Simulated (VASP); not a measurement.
A run of VASP 6.6.1 is set up as follows.

File INCAR:

```
PREC     = Accurate       # precision mode
ENCUT    = 600            # plane-wave cutoff, eV
EDIFF    = 1E-6           # SCF threshold, eV
ISMEAR   = 0              # smearing method
SIGMA    = 0.1            # smearing width, eV
LREAL    = Auto         
LASPH    = T              # aspherical terms in the spheres
NELM     = 80             # most SCF steps
ALGO     = Normal         # electronic algorithm
ISIF     = 3              # what is computed and relaxed
LWAVE    = F              # write WAVECAR
LCHARG   = F              # write CHGCAR
GGA      = PS             # functional
IBRION   = 2              # ionic algorithm
NSW      = 45             # ionic steps
EDIFFG   = -0.04          # ionic threshold
ISYM     = 0            
KPAR     = 4
```

File KPOINTS:

```
Automatic mesh
0
Gamma
  4 4 3
```

POSCAR

```
Al8B4P9N3
1.0
   -5.1020830574     -4.8017764662      0.1429790750
   -0.0711315997      4.7299289909      4.9590173436
   -4.8719719597      4.7146444435     -4.8726011966
B N Al P
4 3 8 9
Direct
    0.5618541447      0.0439290376      0.0056437758
    0.6641639174      0.3245214439      0.3617004224
    0.5195292997      0.4975514132      0.0136582576
    0.8855455343      0.4014292621      0.0133500735
    0.8076248164      0.1789775305      0.9343350629
    0.6632607187      0.3299150629      0.5546141179
    0.0039885573      0.0026162920      0.2270076106
    0.9892359179      0.0177411254      0.0005438555
    0.8015740078      0.1935095981      0.6953562741
    0.3783085211      0.1906956236      0.6458131342
    0.1502754817      0.2928839138      0.3177474632
    0.8130127839      0.6195931277      0.6422241449
    0.3337981299      0.6778200764      0.6903441055
    0.7189538312      0.8571782382      0.3155827269
    0.1577404915      0.8396162816      0.2797318038
    0.3768808023      0.1882323707      0.9264186172
    0.1462064193      0.3309655695      0.5957099687
    0.5200045329      0.4846906853      0.2538350811
    0.9467710606      0.4618486394      0.2391699569
    0.3832008858      0.7051229121      0.9677731023
    0.8177316895      0.6216357630      0.9228766763
    0.6718134157      0.8492857276      0.5893918041
    0.1607140428      0.8381189550      0.5603791158
    0.5297484499      0.0411055174      0.2418256206
```

Potentials or basis: VASP PAW PBE potentials, release 64 (B, N, Al, P).

Command:

```bash
$ cat potpaw_PBE.64/B/POTCAR potpaw_PBE.64/N/POTCAR potpaw_PBE.64/Al/POTCAR potpaw_PBE.64/P/POTCAR > POTCAR
$ mpirun -np 4 vasp_std > vasp.out
```

(1) Predict the relaxed volume.

(2) Predict the band gap on the k mesh.

(3) Predict the space group after relaxing (to 0.1 Å).

Answers

(1) 14.94 Å³/atom.

(2) 0.38 eV (least direct gap 0.40 eV).

(3) P1 (No. 1).

Caveat: semilocal functionals underestimate gaps, and a narrow one can read as zero; the PAW data sets were made with another functional, which shifts forces and pressure a little.
